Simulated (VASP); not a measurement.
Here is a VASP 6.6.1 calculation.

File INCAR:

```
PREC = Accurate ; ENCUT = 520
EDIFF = 1E-6 ; ISMEAR = -1
SIGMA = 0.05 ; LREAL = False
LASPH = True ; NELM = 60
ALGO = Normal ; ISIF = 2
LWAVE = False ; LCHARG = False
GGA = PE ; NBANDS = 15
```

KPOINTS

```
regular mesh
0
Gamma
  12 12 12
```

File POSCAR:

```
CaO
1.0
    0.0000000000      2.4152655779      2.4152655779
    2.4152655779      0.0000000000      2.4152655779
    2.4152655779      2.4152655779      0.0000000000
Ca O
1 1
Direct
    0.0000000000      0.0000000000      0.0000000000
    0.5000000000      0.5000000000      0.5000000000
```

Potentials or basis: VASP PAW PBE potentials, release 64 (Ca_sv, O).

The run is started by

```console
$ cat potpaw_PBE.64/Ca_sv/POTCAR potpaw_PBE.64/O/POTCAR > POTCAR
$ mpirun -np 1 vasp_std > vasp.out
```

Q: What does it give for the pressure?

A: 0.5 GPa.

Q: Predict the band gap on the k mesh.

A: 3.64 eV (least direct gap 4.02 eV).

A k mesh can miss the band edges.
